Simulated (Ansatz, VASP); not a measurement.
## One calculation of GeAs5, two programs

```xyz
6
Lattice="5.1406 0.0000 0.0000 -2.5703 4.4519 0.0000 0.0000 0.0000 5.3254" Properties=species:S:1:pos:R:3 pbc="T T T"
Ge    0.0000    0.0000    0.0000
As    3.6737    0.0000    2.6627
As    0.7334    1.2704    2.6627
As   -1.8369    3.1815    2.6627
As    2.5703    1.4840    0.0000
As    0.0000    2.9679    0.0000
```

Change from the starting cell: species swapped into the Ca5Mg type (P-62m, No. 189).

Alike in both runs: functional PBE; k mesh 3 × 3 × 4; occupations gaussian, width 0.1 eV; no spin polarisation.

Ansatz relaxed the structure, and its values are those at the end. VASP's run is a single point on that final structure, the one shown.

|  | VASP | Ansatz |
| --- | --- | --- |
| version | VASP 6.6.1 | Ansatz 0.2.0 |
| potentials or method | VASP PAW PBE potentials, release 64 (Ge_d, As), cutoff 520 eV | scalar-relativistic, plane waves, PAW |
| valence electrons in the cell | 39 | 89 |

```tsv
	VASP	Ansatz	Ansatz less VASP
gap on the k mesh at the Fermi level (eV)	none	none	-
pressure (GPa)	0.1	-0.1	-0.12
rms of the force components (eV/Å)	0.029	0.009	-0.0201
```

A gap of «none» marks a metal or a gap that the smearing closes. VASP's potentials hold 39 valence electrons a cell and Ansatz's 89, so a difference there can come from the potentials and not from the codes.

The k mesh is coarse, so the values compare programs but aren't converged.
